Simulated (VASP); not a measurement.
# BN (P6_3/mmc) in VASP: G0W0 quasiparticle levels with PBE

Aim: the G0W0 quasiparticle levels of BN with PBE.

Everything below comes from runs of VASP 6.6.1. Logs are shortened: lines on timing, memory, paths and dates and some standing lists are left out, and cuts for length are marked.

### 1 The cell of the first run

The structure is hexagonal, space group P6_3/mmc (No. 194). The conventional cell has a = 2.491 Å, b = 2.491 Å, c = 4.001 Å, α = 90.00°, β = 90.00°, γ = 120.00°. B (site symmetry -3m) has 6 N at 1.75 Å and 2 B at 2.00 Å within 2.3 Å. N (site symmetry -6m2) has 6 B at 1.75 Å within 2.3 Å.

### 2 G0W0 quasiparticle levels, PBE

Input file POSCAR:

```
BN
1.0
    2.4913353474      0.0000000000      0.0000000000
   -1.2456676737      2.1575597002      0.0000000000
    0.0000000000      0.0000000000      4.0010591824
B N
2 2
Direct
    0.0000000000      0.0000000000      0.0000000000
    0.0000000000      0.0000000000      0.5000000000
    0.3333333333      0.6666666667      0.2500000000
    0.6666666667      0.3333333333      0.7500000000
```

Input file INCAR.step1:

```
SYSTEM = BN
PREC = Accurate
ENCUT = 500
EDIFF = 1E-8
ISMEAR = 0
SIGMA = 0.01
LREAL = .FALSE.
LASPH = .TRUE.
NELM = 80
ALGO = Normal
LWAVE = .TRUE.
LCHARG = .FALSE.
GGA = PE
```

Input file INCAR.step2:

```
SYSTEM = BN
PREC = Accurate
ENCUT = 500
EDIFF = 1E-8
ISMEAR = 0
SIGMA = 0.01
LREAL = .FALSE.
LASPH = .TRUE.
NELM = 1
ALGO = Exact
LWAVE = .TRUE.
LCHARG = .FALSE.
GGA = PE
NBANDS = 72
LOPTICS = .TRUE.
ISTART = 1
```

Input file INCAR.step3:

```
SYSTEM = BN
PREC = Accurate
ENCUT = 500
EDIFF = 1E-8
ISMEAR = 0
SIGMA = 0.01
LREAL = .FALSE.
LASPH = .TRUE.
ALGO = EVGW0
LWAVE = .FALSE.
LCHARG = .FALSE.
GGA = PE
NELMGW = 1
NBANDS = 72
ENCUTGW = 120.0
NOMEGA = 96
PRECFOCK = Fast
ISTART = 1
NBANDSGW = 16
OMEGAMAX = 20
```

Input file KPOINTS:

```
regular mesh
0
G
  6 6 4
  0 0 0
```

Potentials or basis: VASP PAW PBE potentials, release 64 (B_GW, N_GW).

Started as:

```
cat potpaw_PBE.64/B_GW/POTCAR potpaw_PBE.64/N_GW/POTCAR > POTCAR
cp INCAR.step1 INCAR
mpirun -np 1 vasp_std > vasp.out
cp INCAR.step2 INCAR
mpirun -np 1 vasp_std > vasp.out
cp INCAR.step3 INCAR
mpirun -np 1 vasp_std > vasp.out
```

OUTCAR:

```text
SYSTEM = BN
   PREC = Accurate
   ENCUT = 500
   EDIFF = 1E-8
   ISMEAR = 0
   LREAL = .FALSE.
   LASPH = .TRUE.
   GGA = PE
   NELMGW = 1
   ENCUTGW = 120.0
   PRECFOCK = Fast
   ISTART = 1

 ion  position               nearest neighbor table
   1  0.000  0.000  0.000-   3 1.75   4 1.75   4 1.75   3 1.75   4 1.75   3 1.75   2 2.00   2 2.00

   2  0.000  0.000  0.500-   3 1.75   4 1.75   4 1.75   3 1.75   4 1.75   3 1.75   1 2.00   1 2.00

   3  0.333  0.667  0.250-   1 1.75   2 1.75   1 1.75   2 1.75   1 1.75   2 1.75
   4  0.667  0.333  0.750-   1 1.75   2 1.75   1 1.75   2 1.75   1 1.75   2 1.75

  LATTYP: Found a hexagonal cell.
 ALAT       =     2.4913353474
 C/A-ratio  =     1.6059898105

  Lattice vectors:

 A1 = (   2.4913353474,   0.0000000000,   0.0000000000)
 A2 = (  -1.2456676737,   2.1575597002,   0.0000000000)
 A3 = (   0.0000000000,   0.0000000000,   4.0010591824)

Analysis of symmetry for initial positions (statically):
=====================================================================
 Subroutine PRICEL returns:
 Original cell was already a primitive cell.

 Routine SETGRP: Setting up the symmetry group for a
 hexagonal supercell.

 Subroutine GETGRP returns: Found 24 space group operations
 (whereof 12 operations were pure point group operations)
 out of a pool of 24 trial point group operations.

The static configuration has the point symmetry D_3d.
 The point group associated with its full space group is D_6h.

Analysis of symmetry for dynamics (positions and initial velocities):
=====================================================================
 Subroutine PRICEL returns:
 Original cell was already a primitive cell.

 Routine SETGRP: Setting up the symmetry group for a
 hexagonal supercell.

 Subroutine GETGRP returns: Found 24 space group operations
 (whereof 12 operations were pure point group operations)
 out of a pool of 24 trial point group operations.

The dynamic configuration has the point symmetry D_3d.
 The point group associated with its full space group is D_6h.

 Subroutine INISYM returns: Found 24 space group operations
 (whereof 12 operations are pure point group operations),
 and found     1 'primitive' translations

----------------------------------------------------------------------------------------

                                     Primitive cell

  volume of cell :      21.5065

  direct lattice vectors                    reciprocal lattice vectors
     2.491335347  0.000000000  0.000000000     0.401391166  0.231743298  0.000000000
    -1.245667674  2.157559700  0.000000000     0.000000000  0.463486595  0.000000000
     0.000000000  0.000000000  4.001059182     0.000000000  0.000000000  0.249933819

  length of vectors
     2.491335347  2.491335347  4.001059182     0.463486595  0.463486595  0.249933819

  position of ions in fractional coordinates (direct lattice)
     0.000000000  0.000000000  0.000000000
     0.000000000  0.000000000  0.500000000
     0.333333333  0.666666667  0.250000000
     0.666666667  0.333333333  0.750000000

  ion indices of the primitive-cell ions
   primitive index   ion index
                 1           1
                 2           2
                 3           3
                 4           4

----------------------------------------------------------------------------------------

 KPOINTS: regular mesh

Automatic generation of k-mesh.
 Grid dimensions read from file:
 generate k-points for:    6    6    4

 Generating k-lattice:

  Cartesian coordinates                     Fractional coordinates (reciprocal lattice)
     0.066898528  0.038623883  0.000000000     0.166666667  0.000000000  0.000000000
     0.000000000  0.077247766  0.000000000     0.000000000  0.166666667  0.000000000
     0.000000000  0.000000000  0.062483455     0.000000000  0.000000000  0.250000000

  Length of vectors
     0.077247766  0.077247766  0.062483455

  Shift w.r.t. Gamma in fractional coordinates (k-lattice)
     0.000000000  0.000000000  0.000000000

 Subroutine IBZKPT returns following result:
 ===========================================

 Found     21 irreducible k-points:

 Following reciprocal coordinates:
            Coordinates               Weight
  0.000000  0.000000  0.000000      1.000000
  0.166667  0.000000  0.000000      6.000000
  0.333333  0.000000  0.000000      6.000000
  0.500000 -0.000000  0.000000      3.000000
  0.166667  0.166667  0.000000      6.000000
  0.333333  0.166667  0.000000     12.000000
[... 13 lines left out ...]
  0.333333  0.166667  0.500000     12.000000
  0.333333  0.333333  0.500000      2.000000
   k-points           NKPTS =     21   k-points in BZ     NKDIM =    144   number of bands    NBANDS=     72
   number of dos      NEDOS =    301   number of ions     NIONS =      4
   total plane-waves  NPLWV =   9720
   dimension x,y,z NGX =    18 NGY =   18 NGZ =   30
   dimension x,y,z NGXF=    36 NGYF=   36 NGZF=   60
   ions per type =               2   2
   NGX,Y,Z   is equivalent  to a cutoff of  12.01, 12.01, 12.47 a.u.
   NGXF,Y,Z  is equivalent  to a cutoff of  24.02, 24.02, 24.93 a.u.
 SYSTEM =  BN
   PREC   = accura    normal or accurate (medium, high low for compatibility)
   ISTART =      1    job   : 0-new  1-cont  2-samecut
   ICHARG =      0    charge: 1-file 2-atom 10-const
   ISPIN  =      1    spin polarized calculation?
   LNONCOLLINEAR =      F non collinear calculations
   LSORBIT =      F    spin-orbit coupling
   LASPH  =      T    aspherical Exc in radial PAW
   ENCUT  =  500.0 eV  36.75 Ry    6.06 a.u.   4.54  4.54  7.29*2*pi/ulx,y,z
   NELM   =     60;   NELMIN=  2; NELMDL=  0     # of ELM steps
   EDIFF  = 0.1E-07   stopping-criterion for ELM
   LREAL  =      F    real-space projection
   EDIFFG = 0.1E-06   stopping-criterion for IOM
   NSW    =      0    number of steps for IOM
   IBRION =     -1    ionic relax: 0-MD 1-quasi-New 2-CG
   NFREE  =      0    steps in history (QN), initial steepest desc. (CG)
   ISIF   =      0    stress and relaxation
   ISYM   =      3    0-nonsym 1-usesym 2-fastsym
   POTIM  = 0.5000    time-step for ionic-motion
   TEBEG  =    0.0;   TEEND  =   0.0 temperature during run
   PSTRESS=    0.0 pullay stress
   NELECT =      16.0000    total number of electrons
   NUPDOWN=      -1.0000    fix difference up-down
   EMIN   =  10.00;   EMAX   =-10.00  energy-range for DOS
   EFERMI =   0.00;   METHOD = LEGACY
   ISMEAR =     0;   SIGMA  =   0.01  broadening in eV -4-tet -1-fermi 0-gaus
   EFERMI_NEDOS =   21; number of points for ismear=-14 and -15
   IALGO  =     38    algorithm
   IMIX   =      4    mixing-type and parameters
     AMIX     =   0.40;   BMIX     =  1.00
     AMIX_MAG =   1.60;   BMIX_MAG =  1.00
  volume/ion in A,a.u.               =       5.38        36.28
  Fermi-wavevector in a.u.,A,eV,Ry     =   1.483400  2.803219 29.939272  2.200474
  Thomas-Fermi vector in A             =   2.597066
   LORBIT       =      0    0 simple, 1 ext, 2 COOP (PROOUT), +10 PAW based schemes
   GGA     = PE    functional components
   LHFCALC =     T    Hartree Fock is set to
   PRECFOCK=fast      Normal, Fast or Accurate (Low or Medium for compatibility)
   ENCUT4O =  -1.0   cutoff for four orbital integrals eV
   NKREDX  =     1    reduce k-point grid by
   NKREDY  =     1    reduce k-point grid by
   NKREDZ  =     1    reduce k-point grid by
   AEXX    =    1.0000 exact exchange contribution
   HFSCREEN=    0.0000 screening length (either q_TF or 0.3 A-1)
   HFSCREENC=   0.0000 screening length for correlation (either q_TF or 0.3 A-1)
   ENCUTFOCK=  -1.0 apply spherical cutoff to Coloumb kernel
   IVDW    =     0    specifies the selected vdW correction
   LEPSILON=     F    determine dielectric tensor
   LRPA    =     F    only Hartree local field effects (RPA)
   LRPAFORCE           =     F    calculate RPA forces
   ENCUTGW             = 120.0    cutoff for response function in eV
   ENCUTGWSOFT         =  96.0    soft cutoff for Coulomb kernel in GW response function in eV
   ENCUTLF             =  -1.0    cutoff for local field effects
   NELMGW              =     1    number of iterations in solving QP/BSE equation
   NELMHF              =     1    number of iterations in the inner HF iteration
   NKREDLFX            =     1    NKREDLFY  =   1   NKREDLFZ  =   1
 non-spin polarized calculation
 Gauss-broadening in eV      SIGMA  =   0.01
  energy-cutoff  :      500.00
  volume of cell :       21.51
 maximum number of plane-waves:       562
  NGX = 12; NGY = 12; NGZ = 20
   NGX =  9   NGY =  9   NGZ = 15
 maximum number of plane-waves:        70
 NGX is ok and might be reduce to    10

 QP shifts <psi_nk| G(iteration)W_0 |psi_nk>: iteration 1
 for sc-GW calculations column KS-energies equals QP-energies in previous step
 and V_xc(KS)=  KS-energies - (<T + V_ion + V_H > + <T+V_H+V_ion>^1  + <V_x>^1)

 k-point   1 :       0.0000    0.0000    0.0000
  band No.  KS-energies  QP-energies   sigma(KS)   V_xc(KS)     V^pw_x(r,r')   Z            occupation Imag(sigma)

      1     -12.1035     -13.2340     -16.9256     -15.3433     -26.4079       0.7144       2.0000       1.6111
      2      -6.9758      -7.8815     -17.6153     -16.4273     -26.0618       0.7624       2.0000       1.1156
      3      -2.0003      -2.7229     -15.6595     -14.6887     -21.9182       0.7443       2.0000       0.4726
      4       8.7476       8.5270     -17.3795     -17.1028     -20.5349       0.7976       2.0000       0.0362
      5       8.7476       8.5270     -17.3795     -17.1028     -20.5349       0.7976       2.0000       0.0362
      6       9.5308       9.4530     -18.2158     -18.1186     -21.1406       0.8008       2.0000       0.0312
[... 8 lines left out ...]
     15      24.9489      26.0435     -12.8459     -14.3040      -4.7119       0.7506       0.0000      -0.2923
     16      25.3285      26.5131     -16.0147     -17.6274      -7.8128       0.7345       0.0000      -0.4017

 k-point   2 :       0.1667    0.0000    0.0000
  band No.  KS-energies  QP-energies   sigma(KS)   V_xc(KS)     V^pw_x(r,r')   Z            occupation Imag(sigma)

      1     -11.4228     -12.5607     -16.9439     -15.4099     -26.2715       0.7418       2.0000       1.5755
      2      -6.3536      -7.2219     -17.6940     -16.5537     -26.0118       0.7615       2.0000       1.0485
      3      -1.4007      -2.1075     -15.6817     -14.7422     -21.7131       0.7522       2.0000       0.4136
      4       5.0293       4.5505     -16.8196     -16.2045     -20.8512       0.7784       2.0000       0.0714
      5       6.9099       6.5601     -17.0410     -16.5980     -20.5899       0.7895       2.0000       0.0460
      6       7.8728       7.6176     -17.8526     -17.5314     -21.1302       0.7947       2.0000       0.0398
[... 8 lines left out ...]
     15      23.6234      24.6675     -12.8823     -14.2563      -5.3176       0.7599       0.0000      -0.2286
     16      25.0951      25.7784     -12.1725     -13.0111      -6.0185       0.8149       0.0000      -0.1525

 k-point   3 :       0.3333    0.0000    0.0000
  band No.  KS-energies  QP-energies   sigma(KS)   V_xc(KS)     V^pw_x(r,r')   Z            occupation Imag(sigma)

      1      -9.4441     -10.4788     -17.0245     -15.6599     -25.9419       0.7583       2.0000       1.3886
      2      -4.8651      -5.6667     -18.0887     -17.0339     -26.1554       0.7598       2.0000       0.8971
      3       0.2832      -0.3844     -16.0001     -15.1147     -21.3707       0.7540       2.0000       0.2543
      4       0.2930      -0.3491     -15.7780     -14.9284     -21.1641       0.7558       2.0000       0.2705
      5       3.9100       3.4009     -17.4831     -16.8211     -22.0511       0.7691       2.0000       0.1078
      6       5.1440       4.6886     -16.7537     -16.1689     -20.7794       0.7786       2.0000       0.0649
[... 334 lines left out ...]
      1      -6.1543      -7.0144     -17.5726     -16.4408     -25.8525       0.7599       2.0000       1.0291
      2      -6.1543      -7.0144     -17.5726     -16.4408     -25.8525       0.7599       2.0000       1.0291
      3      -0.6011      -1.2835     -16.1458     -15.2373     -21.8949       0.7511       2.0000       0.3284
      4      -0.6011      -1.2835     -16.1458     -15.2373     -21.8949       0.7511       2.0000       0.3284
      5       3.1998       2.6581     -16.3782     -15.6721     -20.8232       0.7671       2.0000       0.1151
      6       3.1998       2.6581     -16.3782     -15.6721     -20.8232       0.7671       2.0000       0.1151
[... 8 lines left out ...]
     15      25.0581      26.2842     -14.3761     -16.0069      -6.3538       0.7518       0.0000      -0.3607
     16      25.0581      26.2842     -14.3761     -16.0069      -6.3538       0.7518       0.0000      -0.3607

 k-point  21 :       0.3333    0.3333    0.5000
  band No.  KS-energies  QP-energies   sigma(KS)   V_xc(KS)     V^pw_x(r,r')   Z            occupation Imag(sigma)

      1      -4.8796      -5.6703     -18.2218     -17.1757     -26.4312       0.7559       2.0000       0.9196
      2      -4.8796      -5.6703     -18.2218     -17.1757     -26.4312       0.7559       2.0000       0.9196
      3      -0.3777      -1.1128     -15.9461     -14.9741     -21.3410       0.7563       2.0000       0.2784
      4      -0.3777      -1.1128     -15.9461     -14.9741     -21.3410       0.7563       2.0000       0.2784
      5       0.2001      -0.4085     -15.6512     -14.8399     -21.0311       0.7502       2.0000       0.2590
      6       0.2001      -0.4085     -15.6512     -14.8399     -21.0311       0.7502       2.0000       0.2590
[... 8 lines left out ...]
     15      26.0036      27.3399     -14.9156     -16.7190      -6.5334       0.7410       0.0000      -0.4250
     16      26.0036      27.3399     -14.9156     -16.7190      -6.5334       0.7410       0.0000      -0.4250
```

It took 4 min on 1 thread of Intel Xeon Platinum 8259CL at 2.50GHz (Skylake/Cascade Lake), shared host; peak memory 0.29 GiB.

Results:

| Quantity | Value |
| --- | --- |
| Quasiparticle gap | 1.98 eV |
| Least direct quasiparticle gap | 6.39 eV |
| Band gap of the starting levels on the mesh | 1.57 eV |
| Least direct gap of the starting levels on the mesh | 5.53 eV |

Caveat: the k points lie up to 0.49 Å⁻¹ apart; bands, screening cutoff and mesh are small and nothing is extrapolated, so the quasiparticle values aren't converged.
